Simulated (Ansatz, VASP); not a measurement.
# MnO2: VASP beside Ansatz

```
Mn O
1.0
     1.45645    0.84088    4.67384
    -1.45645    0.84088    4.67384
     0.00000   -1.68176    4.67384
Mn O
1 2
Direct
  0.00000 0.00000 0.00000
  0.73564 0.73564 0.73564
  0.26436 0.26436 0.26436
```

Change from the starting cell: volume scaled by 1.06.

Alike in both runs: task single point; functional LDA; k mesh 11 × 11 × 11; occupations fermi-dirac, width 0.05 eV; collinear spin.

|  | VASP | Ansatz |
| --- | --- | --- |
| version | VASP 6.6.1 | Ansatz 0.2.0 |
| potentials or method | VASP PAW LDA potentials, release 64 (Mn_pv, O), cutoff 520 eV | all-electron LAPW, scalar-relativistic |

|  | VASP | Ansatz | Ansatz less VASP |
| --- | --- | --- | --- |
| gap on the k mesh at the Fermi level (eV) | 0.55 | 0.69 | +0.136 |
| least direct gap on the mesh (eV) | 0.61 | 0.75 | +0.141 |
| pressure (GPa) | -17.3 | -17.9 | -0.58 |
| traceless stress, the component that is largest in VASP (GPa) | 4.83 | 5.06 | +0.228 |
| rms of the force components (eV/Å) | 0.568 | 0.597 | +0.0295 |
| net moment per atom (μB) | 1.00 | 1.00 | 0.000 |
| size of the moment on the site where the two differ most (μB) | 2.84 | 2.77 | -0.069 |

LDA's correlation is that of Perdew and Zunger in VASP and of Perdew and Wang (1992) in Ansatz. Site moments also hang on the region over which each program counts them. Atom by atom the forces differ by 0.029 eV/Å (rms over components). Ansatz ran all-electron here, and VASP with PAW potentials.
